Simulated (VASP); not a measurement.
N, 2 atoms in the cell. It takes space group P6_3/mmc (No. 194, hexagonal). The conventional cell has a = 3.629 Å, b = 3.629 Å, c = 5.890 Å, α = 90.00°, β = 90.00°, γ = 120.00°. N (site symmetry -6m2) has 12 N at 3.61 to 3.63 Å within 4.7 Å. 

* Program: VASP 6.6.1
* Task: single point
* Functional: PBE
* Potentials or basis: VASP PAW PBE potentials, release 64 (N)
* Cutoff: 520 eV
* k mesh: 8 × 8 × 5
* Occupations: fermi-dirac, width 0.02 eV
* Spin: no spin polarisation
* Dipole correction: no
* k mesh for the DOS: 12 × 12 × 8
* Occupations for the DOS: tetrahedron
* Further INCAR settings: ALGO = Normal; EDIFF = 1e-07; NBANDS = 12

Potentials or basis: VASP PAW PBE potentials, release 64 (N).

Run with:

```bash
$ cat potpaw_PBE.64/N/POTCAR > POTCAR
$ cp INCAR.step1 INCAR
$ cp KPOINTS.step1 KPOINTS
$ mpirun -np 1 vasp_std > vasp.out
$ cp INCAR.step2 INCAR
$ cp KPOINTS.step2 KPOINTS
$ mpirun -np 1 vasp_std > vasp.out
```

Hardware: 1 thread of Intel Xeon 8259CL, on a shared host.

**Question.** Estimate the wall time of this run.

**Answer.** Run time: 88 s on 1 thread of Intel Xeon 8259CL, with other jobs on the host, peak memory 0.2 GiB. Counts: k points 95.
